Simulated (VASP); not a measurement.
## Mg12Au: single point with PBE

Mg12Au, a slab with vacuum:

```
Mg Au
1.0
     6.42000    0.00000    0.00000
     3.21000    5.55988    0.00000
     0.00000    0.00000   16.21304
Mg Au
12 1
Direct
  0.00000 0.00000 0.06168
  0.50000 0.00000 0.06168
  0.00000 0.50000 0.06168
  0.50000 0.50000 0.06168
  0.83313 0.33356 0.22026
  0.33703 0.32614 0.21685
  0.83292 0.83136 0.22344
  0.33522 0.83150 0.22367
  0.99932 0.00077 0.38439
  0.51482 0.96990 0.39040
  0.02475 0.48035 0.37502
  0.49431 0.48021 0.37498
  0.71435 0.57041 0.49166
```

```yaml
Program: VASP 6.6.1
Task: single point
Functional: PBE
Potentials_or_basis: VASP PAW PBE potentials, release 64 (Mg, Au)
Cutoff: 520 eV
k_mesh: 3 × 3 × 1
Occupations: gaussian, width 0.1 eV
Spin: no spin polarisation
```

* Largest force: 0.121 eV/Å
* Band gap on the k mesh: zero (an odd number of electrons rules out a gap without spin polarisation)

Forces on the atoms (eV/Å):
```
Mg   0.001 -0.007  0.024
Mg  -0.002 -0.109  0.005
Mg  -0.071  0.039 -0.007
Mg   0.071  0.041 -0.006
Mg   0.000 -0.012  0.007
Mg  -0.004 -0.002  0.002
Mg   0.002 -0.007  0.004
Mg   0.001 -0.007 -0.004
Mg  -0.001 -0.028 -0.036
Mg   0.000 -0.005 -0.006
Mg  -0.021 -0.012  0.009
Mg   0.023 -0.012  0.012
Au   0.001  0.121 -0.006
```

Levels at points of the mesh, in eV from the Fermi level:
| k point | band 15 | band 16 | band 17 | band 18 | band 19 | band 20 |
| --- | --- | --- | --- | --- | --- | --- |
| (0.00, 0.00, 0.00) | -1.56 | -0.73 | -0.71 | -0.68 | -0.29 | -0.14 |

Wall time 2.2 min on 1 thread of Intel(R) Xeon(R) 6975P-C (Granite Rapids) (shared host), peak memory 0.61 GiB.

Caveat: the k points lie up to 0.38 Å⁻¹ apart, too coarse for converged energies and pressures of a metal; spin-orbit coupling is left out, which moves the levels of the heavy elements.
